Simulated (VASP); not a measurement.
# CuS (I-4m2) in VASP: single point with LDA

Aim: the single point of CuS with LDA.

All numbers are computed with VASP 6.6.1; they aren't measurements. Logs are shortened: lines on timing, memory, paths and dates and some standing lists are left out, and cuts for length are marked.

**1. The cell of the first run**

The structure is tetragonal, space group I-4m2 (No. 119). Conventional cell: a = 3.585 Å, b = 3.585 Å, c = 5.424 Å, α = 90.00°, β = 90.00°, γ = 90.00°. Cu (site symmetry -4m2) has 4 S at 2.25 Å within 3.0 Å. Within 3.0 Å of S (site symmetry -4m2) lie 4 Cu at 2.25 Å.

**2. Single point, LDA (engineering shear strain xz +0.0000, normal strain along z +0.0700)**

Contents of INCAR:

```
PREC = Accurate
ENCUT = 520
EDIFF = 1E-6
ISMEAR = 0
SIGMA = 0.15
LREAL = False
LASPH = True
NELM = 80
ALGO = Normal
ISIF = 2
LWAVE = False
LCHARG = False
NBANDS = 16
```

Contents of KPOINTS:

```
Automatic mesh
0
Gamma
  16 16 16
```

Contents of POSCAR:

```
CuS
1.0
    0.0000000000      2.7121271793      2.5346982984
    2.5346982984      0.0000000000      2.5346982984
    2.5346982984      2.7121271793      0.0000000000
Cu S
1 1
Direct
    0.2500000000      0.2500000000      0.2500000000
    0.0000000000      0.0000000000      0.0000000000
```

Potentials or basis: VASP PAW LDA potentials, release 64 (Cu, S).

The run is started by

```console
$ cat potpaw_LDA.64/Cu/POTCAR potpaw_LDA.64/S/POTCAR > POTCAR
$ mpirun -np 1 vasp_std > vasp.out
```

OUTCAR:

```text
PREC = Accurate
   ENCUT = 520
   EDIFF = 1E-6
   ISMEAR = 0
   LREAL = False
   LASPH = True
   NELM = 80
   ISIF = 2

 ion  position               nearest neighbor table
   1  0.250  0.250  0.250-   2 2.25   2 2.25   2 2.25   2 2.25
   2  0.000  0.000  0.000-   1 2.25   1 2.25   1 2.25   1 2.25

  LATTYP: Found a body centered tetragonal cell.
 ALAT       =     3.5846047101
 C/A-ratio  =     1.5132085117

  Lattice vectors:

 A1 = (   0.0000000000,  -2.7121271793,   2.5346982984)
 A2 = (   0.0000000000,  -2.7121271793,  -2.5346982984)
 A3 = (   2.5346982984,   2.7121271793,   0.0000000000)

Analysis of symmetry for initial positions (statically):
=====================================================================
 Subroutine PRICEL returns:
 Original cell was already a primitive cell.

 Routine SETGRP: Setting up the symmetry group for a
 body centered tetragonal supercell.

 Subroutine GETGRP returns: Found  8 space group operations
 (whereof  8 operations were pure point group operations)
 out of a pool of 16 trial point group operations.

The static configuration has the point symmetry D_2d.

Analysis of symmetry for dynamics (positions and initial velocities):
=====================================================================
 Subroutine PRICEL returns:
 Original cell was already a primitive cell.

 Routine SETGRP: Setting up the symmetry group for a
 body centered tetragonal supercell.

 Subroutine GETGRP returns: Found  8 space group operations
 (whereof  8 operations were pure point group operations)
 out of a pool of 16 trial point group operations.

The dynamic configuration has the point symmetry D_2d.

 Subroutine INISYM returns: Found  8 space group operations
 (whereof  8 operations are pure point group operations),
 and found     1 'primitive' translations

----------------------------------------------------------------------------------------

                                     Primitive cell

  volume of cell :      34.8492

  direct lattice vectors                    reciprocal lattice vectors
     0.000000000  2.712127179  2.534698298    -0.197262136  0.184357136  0.197262136
     2.534698298  0.000000000  2.534698298     0.197262136 -0.184357136  0.197262136
     2.534698298  2.712127179  0.000000000     0.197262136  0.184357136 -0.197262136

  length of vectors
     3.712186593  3.584604710  3.712186593     0.334383394  0.334383394  0.334383394

  position of ions in fractional coordinates (direct lattice)
     0.250000000  0.250000000  0.250000000
     0.000000000  0.000000000  0.000000000

  ion indices of the primitive-cell ions
   primitive index   ion index
                 1           1
                 2           2

----------------------------------------------------------------------------------------

 KPOINTS: Automatic mesh

Automatic generation of k-mesh.
 Grid dimensions read from file:
 generate k-points for:   16   16   16

 Generating k-lattice:

  Cartesian coordinates                     Fractional coordinates (reciprocal lattice)
    -0.012328883  0.011522321  0.012328883     0.062500000  0.000000000  0.000000000
     0.012328883 -0.011522321  0.012328883     0.000000000  0.062500000  0.000000000
     0.012328883  0.011522321 -0.012328883     0.000000000  0.000000000  0.062500000

  Length of vectors
     0.020898962  0.020898962  0.020898962

  Shift w.r.t. Gamma in fractional coordinates (k-lattice)
     0.000000000  0.000000000  0.000000000

 Subroutine IBZKPT returns following result:
 ===========================================

 Found    349 irreducible k-points:

 Following reciprocal coordinates:
            Coordinates               Weight
  0.000000  0.000000  0.000000      1.000000
  0.062500  0.000000  0.000000      8.000000
  0.125000  0.000000  0.000000      8.000000
  0.187500  0.000000  0.000000      8.000000
  0.250000  0.000000  0.000000      8.000000
  0.312500  0.000000  0.000000      8.000000
[... 16 lines left out ...]
 -0.125000  0.062500  0.000000     16.000000
 -0.062500  0.062500  0.000000      8.000000
 [... further k-points ...]
   k-points           NKPTS =    349   k-points in BZ     NKDIM =    349   number of bands    NBANDS=     16
   number of dos      NEDOS =    301   number of ions     NIONS =      2
   total plane-waves  NPLWV =  21952
   dimension x,y,z NGX =    28 NGY =   28 NGZ =   28
   dimension x,y,z NGXF=    56 NGYF=   56 NGZF=   56
   ions per type =               1   1
   NGX,Y,Z   is equivalent  to a cutoff of  12.54, 12.99, 12.54 a.u.
   NGXF,Y,Z  is equivalent  to a cutoff of  25.08, 25.97, 25.08 a.u.
 SYSTEM =  unknown system
   PREC   = accura    normal or accurate (medium, high low for compatibility)
   ISTART =      0    job   : 0-new  1-cont  2-samecut
   ICHARG =      2    charge: 1-file 2-atom 10-const
   ISPIN  =      1    spin polarized calculation?
   LNONCOLLINEAR =      F non collinear calculations
   LSORBIT =      F    spin-orbit coupling
   LASPH  =      T    aspherical Exc in radial PAW
   ENCUT  =  520.0 eV  38.22 Ry    6.18 a.u.   6.90  6.66  6.90*2*pi/ulx,y,z
   NELM   =     80;   NELMIN=  2; NELMDL= -5     # of ELM steps
   EDIFF  = 0.1E-05   stopping-criterion for ELM
   LREAL  =      F    real-space projection
   EDIFFG = 0.1E-04   stopping-criterion for IOM
   NSW    =      0    number of steps for IOM
   IBRION =     -1    ionic relax: 0-MD 1-quasi-New 2-CG
   NFREE  =      0    steps in history (QN), initial steepest desc. (CG)
   ISIF   =      2    stress and relaxation
   ISYM   =      2    0-nonsym 1-usesym 2-fastsym
   POTIM  = 0.5000    time-step for ionic-motion
   TEBEG  =    0.0;   TEEND  =   0.0 temperature during run
   PSTRESS=    0.0 pullay stress
   NELECT =      17.0000    total number of electrons
   NUPDOWN=      -1.0000    fix difference up-down
   EMIN   =  10.00;   EMAX   =-10.00  energy-range for DOS
   EFERMI =   0.00;   METHOD = LEGACY
   ISMEAR =     0;   SIGMA  =   0.15  broadening in eV -4-tet -1-fermi 0-gaus
   EFERMI_NEDOS =   21; number of points for ismear=-14 and -15
   IALGO  =     38    algorithm
   IMIX   =      4    mixing-type and parameters
     AMIX     =   0.40;   BMIX     =  1.00
     AMIX_MAG =   1.60;   BMIX_MAG =  1.00
  volume/ion in A,a.u.               =      17.42       117.59
  Fermi-wavevector in a.u.,A,eV,Ry     =   1.288725  2.435337 22.596723  1.660812
  Thomas-Fermi vector in A             =   2.420661
   LORBIT       =      0    0 simple, 1 ext, 2 COOP (PROOUT), +10 PAW based schemes
   GGA     = CA    functional components
   LHFCALC =     F    Hartree Fock is set to
   AEXX    =    0.0000 exact exchange contribution
   IVDW    =     0    specifies the selected vdW correction
   LEPSILON=     F    determine dielectric tensor
   LRPA    =     F    only Hartree local field effects (RPA)
 non-spin polarized calculation
 Gauss-broadening in eV      SIGMA  =   0.15
  energy-cutoff  :      520.00
  volume of cell :       34.85
 maximum number of plane-waves:       962
   NGX = 13   NGY = 13   NGZ = 13

 number of electron      16.9999986 magnetization

 Free energy of the ion-electron system (eV)
  ---------------------------------------------------
  ext. energy  EPLUGINS =         0.00000000
  ---------------------------------------------------
  free energy    TOTEN  =        -9.81246355 eV

  energy without entropy =       -9.79413117  energy(sigma->0) =       -9.80329736

 E-fermi :   4.2393     XC(G=0): -10.5908

 val. band max:        4.2364410651   @ k =  -0.1250   0.0625   0.0000
 cond. band min:       4.2406600445   @ k =  -0.3125   0.1875   0.0625
 fundamental gap:      0.0042189794
 Fermi energy:         4.2392562647

 k-point     1 :       0.0000    0.0000    0.0000
  band No.  band energies     occupation
      1      -9.4870      2.00000
      2       0.0053      2.00000
      3       0.0509      2.00000
      4       0.0509      2.00000
      5       1.5283      2.00000
      6       1.6593      2.00000
[... 8 lines left out ...]
     15      17.4696      0.00000
     16      18.0108      0.00000

 k-point     2 :       0.0625    0.0000    0.0000
  band No.  band energies     occupation
      1      -9.4520      2.00000
      2      -0.0184      2.00000
      3       0.0405      2.00000
      4       0.0623      2.00000
      5       1.5275      2.00000
      6       1.6553      2.00000
[... 8 lines left out ...]
     15      17.1971      0.00000
     16      18.2098      0.00000

 k-point     3 :       0.1250    0.0000    0.0000
  band No.  band energies     occupation
      1      -9.3501      2.00000
      2      -0.1301      2.00000
      3       0.0517      2.00000
      4       0.0944      2.00000
      5       1.5271      2.00000
      6       1.6452      2.00000
[... 8 lines left out ...]
     15      16.6867      0.00000
     16      18.4104      0.00000

 k-point     4 :       0.1875    0.0000    0.0000
  band No.  band energies     occupation
      1      -9.1904      2.00000
      2      -0.3150      2.00000
      3       0.0757      2.00000
      4       0.1418      2.00000
      5       1.5325      2.00000
      6       1.6339      2.00000
[... 8 lines left out ...]
     15      16.2905      0.00000
     16      18.0860      0.00000

 k-point     5 :       0.2500    0.0000    0.0000
  band No.  band energies     occupation
      1      -8.9891      2.00000
      2      -0.5516      2.00000
      3       0.1008      2.00000
      4       0.1963      2.00000
      5       1.5495      2.00000
      6       1.6277      2.00000
[... 8 lines left out ...]
     15      16.2017      0.00000
     16      17.6785      0.00000

 k-point     6 :       0.3125    0.0000    0.0000
  band No.  band energies     occupation
      1      -8.7711      2.00000
      2      -0.8146      2.00000
      3       0.1203      2.00000
      4       0.2482      2.00000
      5       1.5798      2.00000
      6       1.6309      2.00000
[... 8 lines left out ...]
     15      16.5070      0.00000
     16      17.4678      0.00000

 k-point     7 :       0.3750    0.0000    0.0000
  band No.  band energies     occupation
      1      -8.5704      2.00000
      2      -1.0649      2.00000
      3       0.1315      2.00000
      4       0.2894      2.00000
      5       1.6166      2.00000
      6       1.6430      2.00000
[... 8 lines left out ...]
     15      17.1387      0.00000
     16      17.6915      0.00000

 k-point     8 :       0.4375    0.0000    0.0000
  band No.  band energies     occupation
      1      -8.4264      2.00000
      2      -1.2495      2.00000
      3       0.1358      2.00000
      4       0.3151      2.00000
      5       1.6434      2.00000
      6       1.6568      2.00000
[... 8 lines left out ...]
     15      17.8886      0.00000
     16      18.3627      0.00000

 k-point     9 :       0.5000    0.0000    0.0000
  band No.  band energies     occupation
      1      -8.3737      2.00000
      2      -1.3180      2.00000
      3       0.1367      2.00000
      4       0.3237      2.00000
      5       1.6486      2.00000
      6       1.6629      2.00000
[... 8 lines left out ...]
     15      18.2969      0.00000
     16      18.7330      0.00000
[... 172 lines left out ...]
 k-point    19 :      -0.3750    0.0625    0.0000
  band No.  band energies     occupation
      1      -8.4980      2.00000
      2      -1.1001      2.00000
      3       0.1353      2.00000
      4       0.2870      2.00000
      5       1.6011      2.00000
      6       1.6576      2.00000
[... 8 lines left out ...]
     15      17.7433      0.00000
     16      18.1285      0.00000

 k-point    20 :      -0.3125    0.0625   -0.0000
  band No.  band energies     occupation
      1      -8.6831      2.00000
      2      -0.8752      2.00000
      3       0.1275      2.00000
      4       0.2549      2.00000
      5       1.5634      2.00000
      6       1.6513      2.00000
[... 8 lines left out ...]
     15      17.2996      0.00000
     16      17.8133      0.00000

 k-point    21 :      -0.2500    0.0625    0.0000
  band No.  band energies     occupation
      1      -8.8972      2.00000
      2      -0.6259      2.00000
      3       0.1112      2.00000
      4       0.2112      2.00000
      5       1.5322      2.00000
      6       1.6453      2.00000
[... 8 lines left out ...]
     15      16.7018      0.00000
     16      18.0821      0.00000

 k-point    22 :      -0.1875    0.0625    0.0000
  band No.  band energies     occupation
      1      -9.1043      2.00000
      2      -0.3933      2.00000
      3       0.0880      2.00000
      4       0.1621      2.00000
      5       1.5159      2.00000
      6       1.6451      2.00000
[... 8 lines left out ...]
     15      16.4362      0.00000
     16      18.5152      0.00000

 k-point    23 :      -0.1250    0.0625    0.0000
  band No.  band energies     occupation
      1      -9.2770      2.00000
      2      -0.2042      2.00000
      3       0.0641      2.00000
      4       0.1163      2.00000
      5       1.5136      2.00000
      6       1.6499      2.00000
[... 8 lines left out ...]
     15      16.5758      0.00000
     16      18.8598      0.00000

 k-point    24 :      -0.0625    0.0625    0.0000
  band No.  band energies     occupation
      1      -9.3967      2.00000
      2      -0.0772      2.00000
      3       0.0477      2.00000
      4       0.0815      2.00000
      5       1.5196      2.00000
      6       1.6549      2.00000
[... 8 lines left out ...]
     15      16.9621      0.00000
     16      18.5636      0.00000

 [... further k-points ...]

------------------------ aborting loop because EDIFF is reached ----------------------------------------

  FORCE on cell =-STRESS in cart. coord.  units (eV):
  Direction    XX          YY          ZZ          XY          YZ          ZX
  --------------------------------------------------------------------------------------
  -------------------------------------------------------------------------------------
  Total       -1.2229780     -1.5906864     -1.2229780      0.0000000     -0.0000000      0.0000000
  in kB      -56.2259263    -73.1311752    -56.2259263      0.0000000     -0.0000000      0.0000000
  external PRESSURE =     -61.8610093 kB  Pullay stress =       0.0000000 kB

 VOLUME and BASIS-vectors are now :
 -----------------------------------------------------------------------------
  energy-cutoff  :      520.00
  volume of cell :       34.85
      direct lattice vectors                 reciprocal lattice vectors
     0.000000000  2.712127179  2.534698298    -0.197262136  0.184357136  0.197262136
     2.534698298  0.000000000  2.534698298     0.197262136 -0.184357136  0.197262136
     2.534698298  2.712127179  0.000000000     0.197262136  0.184357136 -0.197262136

 POSITION                                       TOTAL-FORCE (eV/Angst)
 -----------------------------------------------------------------------------------
      1.26735      1.35606      1.26735         0.000000      0.000000      0.000000
      0.00000      0.00000      0.00000        -0.000000     -0.000000     -0.000000
 -----------------------------------------------------------------------------------
    total drift:                               -0.000001     -0.000000     -0.000001

  FREE ENERGIE OF THE ION-ELECTRON SYSTEM (eV)
  ---------------------------------------------------
  free  energy   TOTEN  =        -9.8124635474 eV

  energy  without entropy=       -9.7941311725  energy(sigma->0) =       -9.80329736
```

Wall time 5 min (1 thread of AMD EPYC 7R13, shared host); peak memory 0.26 GiB.

What came out:

```
Free energy            : -9.8125 eV
Pressure               : -6.2 GPa
Band gap on the k mesh : zero (an odd number of electrons rules out a gap without spin polarisation)
```

Stress tensor (GPa, compression positive):
```
-5.62  0.00  0.00
 0.00 -7.31  0.00
 0.00  0.00 -5.62
```

Levels at points of the mesh, in eV from the Fermi level:
```
           k point  band 7  band 8  band 9  band 10  band 11  band 12
(0.00, 0.00, 0.00)    1.11    1.30    1.30     3.32     7.14     7.31
(0.50, 0.00, 0.00)   -2.42   -0.01    0.26     4.43     7.53     8.11
(0.50, 0.50, 0.00)   -2.13   -1.69   -1.42     3.94     4.99    12.47
(0.50, 0.00, 0.50)   -2.38   -1.40   -1.40     4.38     5.59    11.63
```

Caveat: the cell differs from its parent crystal (engineering shear strain xz +0.0000, normal strain along z +0.0700); the cell stands under tension.
